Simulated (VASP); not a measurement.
# RbBr in VASP: a series of runs

The runs below take RbBr through single point, with r2SCAN, HSE06.

All numbers are computed with VASP 6.6.1; they aren't measurements. Logs are shortened: lines on timing, memory, paths and dates and some standing lists are left out, and cuts for length are marked.

### 1 The cell of the first run

It takes space group R-3m (No. 166, trigonal). Conventional cell: a = 4.894 Å, b = 4.894 Å, c = 12.168 Å, α = 90.00°, β = 90.00°, γ = 120.00°. Rb (site symmetry -3m) has 6 Br at 3.48 Å within 4.6 Å. Br (site symmetry -3m) has 6 Rb at 3.48 Å within 4.6 Å.

### 2 Single point, r2SCAN (strain along [111] +1.5%)

Input file POSCAR:

```
RbBr
1.0
    0.0346082605      3.4954343121      3.4954343121
    3.4954343121      0.0346082605      3.4954343121
    3.4954343121      3.4954343121      0.0346082605
Rb Br
1 1
Direct
    0.0000000000      0.0000000000      0.0000000000
    0.5000000000      0.5000000000      0.5000000000
```

Input file INCAR.step1:

```
SYSTEM = RbBr
PREC = Accurate
ENCUT = 520
ISMEAR = 0
SIGMA = 0.01
LREAL = .FALSE.
LASPH = .TRUE.
NELM = 80
NBANDS = 15
GGA = PE
ALGO = Normal
EDIFF = 1E-4
LWAVE = .TRUE.
LCHARG = .FALSE.
```

Input file INCAR.step2:

```
SYSTEM = RbBr
PREC = Accurate
ENCUT = 520
EDIFF = 1E-6
ISMEAR = 0
SIGMA = 0.01
LREAL = .FALSE.
LASPH = .TRUE.
NELM = 80
ALGO = Normal
ISIF = 2
LWAVE = .FALSE.
LCHARG = .FALSE.
METAGGA = R2SCAN
LMIXTAU = .TRUE.
NBANDS = 15
ISTART = 1
```

Input file KPOINTS:

```
Automatic mesh
0
G
  6 6 6
  0 0 0
```

Potentials or basis: VASP PAW PBE potentials, release 64 (Rb_sv, Br).

On the command line:

```bash
cat potpaw_PBE.64/Rb_sv/POTCAR potpaw_PBE.64/Br/POTCAR > POTCAR
cp INCAR.step1 INCAR
mpirun -np 1 vasp_std > vasp.out
cp INCAR.step2 INCAR
mpirun -np 1 vasp_std > vasp.out
```

OUTCAR:

```text
SYSTEM = RbBr
   PREC = Accurate
   ENCUT = 520
   EDIFF = 1E-6
   ISMEAR = 0
   LREAL = .FALSE.
   LASPH = .TRUE.
   NELM = 80
   ISIF = 2
   METAGGA = R2SCAN
   ISTART = 1

 ion  position               nearest neighbor table
   1  0.000  0.000  0.000-   2 3.48   2 3.48   2 3.48   2 3.48   2 3.48   2 3.48
   2  0.500  0.500  0.500-   1 3.48   1 3.48   1 3.48   1 3.48   1 3.48   1 3.48

  LATTYP: Found a trigonal (rhomboedric) cell.
 ALAT       =     4.9434117563
 COS(alpha) =     0.5098759986

  Lattice vectors:

 A1 = (   0.0346082605,   3.4954343121,   3.4954343121)
 A2 = (   3.4954343121,   0.0346082605,   3.4954343121)
 A3 = (   3.4954343121,   3.4954343121,   0.0346082605)

Analysis of symmetry for initial positions (statically):
=====================================================================
 Subroutine PRICEL returns:
 Original cell was already a primitive cell.

 Routine SETGRP: Setting up the symmetry group for a
 trigonal (rhombohedral) supercell.

 Subroutine GETGRP returns: Found 12 space group operations
 (whereof 12 operations were pure point group operations)
 out of a pool of 12 trial point group operations.

The static configuration has the point symmetry D_3d.

Analysis of symmetry for dynamics (positions and initial velocities):
=====================================================================
 Subroutine PRICEL returns:
 Original cell was already a primitive cell.

 Routine SETGRP: Setting up the symmetry group for a
 trigonal (rhombohedral) supercell.

 Subroutine GETGRP returns: Found 12 space group operations
 (whereof 12 operations were pure point group operations)
 out of a pool of 12 trial point group operations.

The dynamic configuration has the point symmetry D_3d.

 Subroutine INISYM returns: Found 12 space group operations
 (whereof 12 operations are pure point group operations),
 and found     1 'primitive' translations

----------------------------------------------------------------------------------------

                                     Primitive cell

  volume of cell :      84.1464

  direct lattice vectors                    reciprocal lattice vectors
     0.034608261  3.495434312  3.495434312    -0.145185874  0.143762483  0.143762483
     3.495434312  0.034608261  3.495434312     0.143762483 -0.145185874  0.143762483
     3.495434312  3.495434312  0.034608261     0.143762483  0.143762483 -0.145185874

  length of vectors
     4.943411756  4.943411756  4.943411756     0.249828423  0.249828423  0.249828423

  position of ions in fractional coordinates (direct lattice)
     0.000000000  0.000000000  0.000000000
     0.500000000  0.500000000  0.500000000
[... 91 lines left out ...]
   EFERMI =   0.00;   METHOD = LEGACY
   ISMEAR =     0;   SIGMA  =   0.01  broadening in eV -4-tet -1-fermi 0-gaus
   EFERMI_NEDOS =   21; number of points for ismear=-14 and -15
   IALGO  =     38    algorithm
   IMIX   =      4    mixing-type and parameters
     AMIX     =   0.40;   BMIX     =  1.00
     AMIX_MAG =   1.60;   BMIX_MAG =  1.00
  volume/ion in A,a.u.               =      42.07       283.92
  Fermi-wavevector in a.u.,A,eV,Ry     =   0.941390  1.778970 12.057696  0.886216
  Thomas-Fermi vector in A             =   2.068896
   LORBIT       =      0    0 simple, 1 ext, 2 COOP (PROOUT), +10 PAW based schemes
   METAGGA = R2SCAN    functional components
   LHFCALC =     F    Hartree Fock is set to
   AEXX    =    0.0000 exact exchange contribution
   IVDW    =     0    specifies the selected vdW correction
   LEPSILON=     F    determine dielectric tensor
   LRPA    =     F    only Hartree local field effects (RPA)
 non-spin polarized calculation
 Gauss-broadening in eV      SIGMA  =   0.01
  energy-cutoff  :      520.00
  volume of cell :       84.15
 maximum number of plane-waves:      2281
 NGX is ok and might be reduce to    40
   NGX = 19   NGY = 19   NGZ = 19

 number of electron      15.9999999 magnetization

 Free energy of the ion-electron system (eV)
  ---------------------------------------------------
  ext. energy  EPLUGINS =         0.00000000
  ---------------------------------------------------
  free energy    TOTEN  =       -31.15488006 eV

  energy without entropy =      -31.15488006  energy(sigma->0) =      -31.15488006

 E-fermi :  -2.2437     XC(G=0):  -7.4418

 val. band max:       -2.3107627976   @ k =   0.0000   0.0000   0.0000
 cond. band min:       2.5353496051   @ k =   0.0000   0.0000   0.0000
 fundamental gap:      4.8461124027
 Fermi energy:        -2.2436923081

 k-point     1 :       0.0000    0.0000    0.0000
  band No.  band energies     occupation
      1     -27.5713      2.00000
      2     -14.8889      2.00000
      3     -11.0973      2.00000
      4     -11.0973      2.00000
      5     -11.0962      2.00000
      6      -2.3346      2.00000
      7      -2.3108      2.00000
      8      -2.3108      2.00000
      9       2.5353      0.00000
     10       5.4734      0.00000
     11       5.5904      0.00000
     12       5.5904      0.00000
     13       6.5894      0.00000
     14       6.5894      0.00000
[... 401 lines left out ...]
      2     -14.8565      2.00000
      3     -11.2258      2.00000
      4     -11.1793      2.00000
      5     -11.0999      2.00000
      6      -2.7284      2.00000
      7      -2.6898      2.00000
      8      -2.5751      2.00000
      9       4.4634      0.00000
     10       6.0667      0.00000
     11       6.1937      0.00000
     12       7.3060      0.00000
     13       8.3868      0.00000
     14       9.1503      0.00000
     15       9.5385      0.00000

 [... further k-points ...]

------------------------ aborting loop because EDIFF is reached ----------------------------------------

  FORCE on cell =-STRESS in cart. coord.  units (eV):
  Direction    XX          YY          ZZ          XY          YZ          ZX
  --------------------------------------------------------------------------------------
  -------------------------------------------------------------------------------------
  Total       -0.0846754     -0.0846754     -0.0846754     -0.0217877     -0.0217877     -0.0217877
  in kB       -1.6122497     -1.6122497     -1.6122497     -0.4148448     -0.4148448     -0.4148448
  external PRESSURE =      -1.6122497 kB  Pullay stress =       0.0000000 kB

 VOLUME and BASIS-vectors are now :
 -----------------------------------------------------------------------------
  energy-cutoff  :      520.00
  volume of cell :       84.15
      direct lattice vectors                 reciprocal lattice vectors
     0.034608261  3.495434312  3.495434312    -0.145185874  0.143762483  0.143762483
     3.495434312  0.034608261  3.495434312     0.143762483 -0.145185874  0.143762483
     3.495434312  3.495434312  0.034608261     0.143762483  0.143762483 -0.145185874

 POSITION                                       TOTAL-FORCE (eV/Angst)
 -----------------------------------------------------------------------------------
      0.00000      0.00000      0.00000         0.000000      0.000000      0.000000
      3.51274      3.51274      3.51274        -0.000000     -0.000000     -0.000000
 -----------------------------------------------------------------------------------
    total drift:                                0.000000     -0.000000     -0.000000

  FREE ENERGIE OF THE ION-ELECTRON SYSTEM (eV)
  ---------------------------------------------------
  free  energy   TOTEN  =       -31.1548800593 eV

  energy  without entropy=      -31.1548800593  energy(sigma->0) =      -31.15488006
```

OUTCAR.step1:

```text
SYSTEM = RbBr
   PREC = Accurate
   ENCUT = 520
   ISMEAR = 0
   LREAL = .FALSE.
   LASPH = .TRUE.
[... 655 lines left out ...]
      0.00000      0.00000      0.00000         0.000000     -0.000000      0.000000
      3.51274      3.51274      3.51274        -0.000000      0.000000     -0.000000
 -----------------------------------------------------------------------------------
    total drift:                                0.000000     -0.000000     -0.000000

  FREE ENERGIE OF THE ION-ELECTRON SYSTEM (eV)
  ---------------------------------------------------
  free  energy   TOTEN  =        -6.1125765665 eV

  energy  without entropy=       -6.1125765665  energy(sigma->0) =       -6.11257657
```

OSZICAR.step1:

```text
N       E                     dE             d eps       ncg     rms          rms(c)
DAV:   1     0.832368451857E+02    0.83237E+02   -0.65877E+03   960   0.903E+02
DAV:   2    -0.361419349963E+00   -0.83598E+02   -0.75910E+02  1360   0.163E+02
DAV:   3    -0.619594296002E+01   -0.58345E+01   -0.58034E+01  1292   0.439E+01
DAV:   4    -0.634217107906E+01   -0.14623E+00   -0.14620E+00  1396   0.665E+00
DAV:   5    -0.634306624259E+01   -0.89516E-03   -0.89516E-03  1319   0.530E-01    0.271E+00
DAV:   6    -0.611758018566E+01    0.22549E+00   -0.27491E-01  1191   0.235E+00    0.177E+00
DAV:   7    -0.609935163292E+01    0.18229E-01   -0.12637E-01  1289   0.170E+00    0.920E-01
DAV:   8    -0.611168692626E+01   -0.12335E-01   -0.14886E-02  1026   0.702E-01    0.110E-01
DAV:   9    -0.611212422023E+01   -0.43729E-03   -0.68945E-04  1334   0.133E-01    0.709E-02
DAV:  10    -0.611257643506E+01   -0.45221E-03   -0.58736E-04  1009   0.133E-01    0.282E-02
DAV:  11    -0.611257656647E+01   -0.13141E-06   -0.28506E-05   928   0.299E-02
   1 F= -.61125766E+01 E0= -.61125766E+01  d E =-.176251E-63
```

It took 2 min on 1 thread of Intel Xeon Platinum 8488C (Sapphire Rapids), shared host; peak memory 0.26 GiB.

Results:

```yaml
Free_energy: -31.1549 eV
Pressure: -0.2 GPa
Band_gap_on_the_k_mesh: 4.85 eV, direct
```

Caveat: the cell differs from its parent crystal (strain along [111] +1.5%); the PAW data sets were made with another functional, which shifts forces and pressure a little.

### 3 Single point, HSE06 (strain -4.0%)

Input file POSCAR:

```
RbBr
1.0
    0.0000000000      3.3223930095      3.3223930095
    3.3223930095      0.0000000000      3.3223930095
    3.3223930095      3.3223930095      0.0000000000
Rb Br
1 1
Direct
    0.0000000000      0.0000000000      0.0000000000
    0.5000000000      0.5000000000      0.5000000000
```

Input file INCAR.step1:

```
  ALGO = Normal
  EDIFF = 1E-5
  ENCUT = 520
  GGA = PE
  ISIF = 2
  ISMEAR = 0
  LASPH = T
  LREAL = F
  LWAVE = T
  NBANDS = 15
  NELM = 100
  PREC = Accurate
  SIGMA = 0.01
```

Input file INCAR.step2:

```
  ALGO = Normal
  EDIFF = 1E-6
  ENCUT = 520
  GGA = PE
  HFSCREEN = 0.2079
  ISIF = 2
  ISMEAR = 0
  ISTART = 1
  LASPH = T
  LCHARG = T
  LELF = T
  LHFCALC = T
  LREAL = F
  LVHAR = T
  LWAVE = F
  NBANDS = 15
  NELM = 100
  PREC = Accurate
  PRECFOCK = Normal
  SIGMA = 0.01
```

Input file KPOINTS:

```
k-points
0
Gamma
  4 4 4
```

Potentials or basis: VASP PAW PBE potentials, release 64 (Rb_sv, Br).

On the command line:

```bash
cat potpaw_PBE.64/Rb_sv/POTCAR potpaw_PBE.64/Br/POTCAR > POTCAR
cp INCAR.step1 INCAR
mpirun -np 1 vasp_std > vasp.out
cp INCAR.step2 INCAR
mpirun -np 1 vasp_std > vasp.out
```

OUTCAR:

```text
EDIFF = 1E-6
   ENCUT = 520
   GGA = PE
   HFSCREEN = 0.2079
   ISIF = 2
   ISMEAR = 0
   ISTART = 1
   LASPH = T
   LHFCALC = T
   LREAL = F
   NELM = 100
   PREC = Accurate
   PRECFOCK = Normal

 ion  position               nearest neighbor table
   1  0.000  0.000  0.000-   2 3.32   2 3.32   2 3.32   2 3.32   2 3.32   2 3.32
   2  0.500  0.500  0.500-   1 3.32   1 3.32   1 3.32   1 3.32   1 3.32   1 3.32

  LATTYP: Found a face centered cubic cell.
 ALAT       =     6.6447860190

  Lattice vectors:

 A1 = (   0.0000000000,   3.3223930095,   3.3223930095)
 A2 = (   3.3223930095,   0.0000000000,   3.3223930095)
 A3 = (   3.3223930095,   3.3223930095,   0.0000000000)

Analysis of symmetry for initial positions (statically):
=====================================================================
 Subroutine PRICEL returns:
 Original cell was already a primitive cell.

 Routine SETGRP: Setting up the symmetry group for a
 face centered cubic supercell.

[... 167 lines left out ...]
      1     -28.1594      2.00000
      2     -15.5662      2.00000
      3     -11.0825      2.00000
      4     -11.0825      2.00000
      5     -11.0825      2.00000
      6      -2.2529      2.00000
      7      -2.2529      2.00000
      8      -2.2529      2.00000
      9       3.5405      0.00000
     10       6.3124      0.00000
     11       6.3124      0.00000
     12       6.3124      0.00000
     13       7.3518      0.00000
     14       7.3518      0.00000
[... 113 lines left out ...]
      2     -15.5337      2.00000
      3     -11.2769      2.00000
      4     -11.2769      2.00000
      5     -11.0399      2.00000
      6      -2.8754      2.00000
      7      -2.6384      2.00000
      8      -2.6384      2.00000
      9       6.1310      0.00000
     10       6.1310      0.00000
     11       7.7533      0.00000
     12       8.1841      0.00000
     13      10.5622      0.00000
     14      10.6553      0.00000
     15      10.8280      0.00000

------------------------ aborting loop because EDIFF is reached ----------------------------------------

  FORCE on cell =-STRESS in cart. coord.  units (eV):
  Direction    XX          YY          ZZ          XY          YZ          ZX
  --------------------------------------------------------------------------------------
  -------------------------------------------------------------------------------------
  Total        1.2182549      1.2182549      1.2182549     -0.0000000     -0.0000000     -0.0000000
  in kB       26.6112784     26.6112784     26.6112784     -0.0000000     -0.0000000     -0.0000000
  external PRESSURE =      26.6112784 kB  Pullay stress =       0.0000000 kB

 VOLUME and BASIS-vectors are now :
 -----------------------------------------------------------------------------
  energy-cutoff  :      520.00
  volume of cell :       73.35
      direct lattice vectors                 reciprocal lattice vectors
     0.000000000  3.322393009  3.322393009    -0.150493936  0.150493936  0.150493936
     3.322393009  0.000000000  3.322393009     0.150493936 -0.150493936  0.150493936
     3.322393009  3.322393009  0.000000000     0.150493936  0.150493936 -0.150493936

 POSITION                                       TOTAL-FORCE (eV/Angst)
 -----------------------------------------------------------------------------------
      0.00000      0.00000      0.00000         0.000000      0.000000      0.000000
      3.32239      3.32239      3.32239        -0.000000     -0.000000     -0.000000
 -----------------------------------------------------------------------------------
    total drift:                                0.000000      0.000000      0.000000

  FREE ENERGIE OF THE ION-ELECTRON SYSTEM (eV)
  ---------------------------------------------------
  free  energy   TOTEN  =        -6.9911031806 eV

  energy  without entropy=       -6.9911031806  energy(sigma->0) =       -6.99110318
```

OUTCAR.step1:

```text
EDIFF = 1E-5
   ENCUT = 520
   GGA = PE
   ISIF = 2
   ISMEAR = 0
[... 347 lines left out ...]
 -----------------------------------------------------------------------------------
      0.00000      0.00000      0.00000         0.000000     -0.000000      0.000000
      3.32239      3.32239      3.32239         0.000000      0.000000     -0.000000
 -----------------------------------------------------------------------------------
    total drift:                                0.000000      0.000000      0.000000

  FREE ENERGIE OF THE ION-ELECTRON SYSTEM (eV)
  ---------------------------------------------------
  free  energy   TOTEN  =        -6.0113804825 eV

  energy  without entropy=       -6.0113804825  energy(sigma->0) =       -6.01138048
```

OSZICAR.step1:

```text
N       E                     dE             d eps       ncg     rms          rms(c)
DAV:   1     0.808868764263E+02    0.80887E+02   -0.68231E+03   240   0.939E+02
DAV:   2    -0.146553668799E+01   -0.82352E+02   -0.76749E+02   327   0.168E+02
DAV:   3    -0.609462672857E+01   -0.46291E+01   -0.46148E+01   324   0.411E+01
DAV:   4    -0.621027190380E+01   -0.11565E+00   -0.11563E+00   346   0.591E+00
DAV:   5    -0.621087348928E+01   -0.60159E-03   -0.60158E-03   331   0.425E-01    0.352E+00
DAV:   6    -0.601394745006E+01    0.19693E+00   -0.24341E-01   310   0.236E+00    0.238E+00
DAV:   7    -0.600068874087E+01    0.13259E-01   -0.12099E-01   317   0.177E+00    0.109E+00
DAV:   8    -0.601058623011E+01   -0.98975E-02   -0.11380E-02   269   0.660E-01    0.937E-02
DAV:   9    -0.601097796618E+01   -0.39174E-03   -0.42316E-04   324   0.114E-01    0.653E-02
DAV:  10    -0.601137660551E+01   -0.39864E-03   -0.53256E-04   254   0.124E-01    0.209E-02
DAV:  11    -0.601138048253E+01   -0.38770E-05   -0.24868E-05   310   0.283E-02
   1 F= -.60113805E+01 E0= -.60113805E+01  d E =-.197129E-49
```

Wall time 6.6 min (1 thread of Intel Xeon Platinum 8488C (Sapphire Rapids), shared host); peak memory 0.32 GiB.

What came out:

```yaml
Free_energy: -6.9911 eV
Pressure: 2.7 GPa
Band_gap_on_the_k_mesh: 5.79 eV, direct
```

Levels at points of the mesh, in eV from the valence-band top:
| k point | band 6 | band 7 | band 8 | band 9 | band 10 | band 11 |
| --- | --- | --- | --- | --- | --- | --- |
| (0.00, 0.00, 0.00) | 0.00 | 0.00 | 0.00 | 5.79 | 8.57 | 8.57 |
| (0.50, 0.00, 0.00) | -1.21 | -0.47 | -0.47 | 8.21 | 9.33 | 11.22 |
| (0.50, 0.50, 0.00) | -0.52 | -0.17 | -0.17 | 6.65 | 8.82 | 10.82 |

Caveat: the cell differs from its parent crystal (strain -4.0%); the PAW data sets were made with another functional, which shifts forces and pressure a little.

(Part 1 of 2 ends here.)
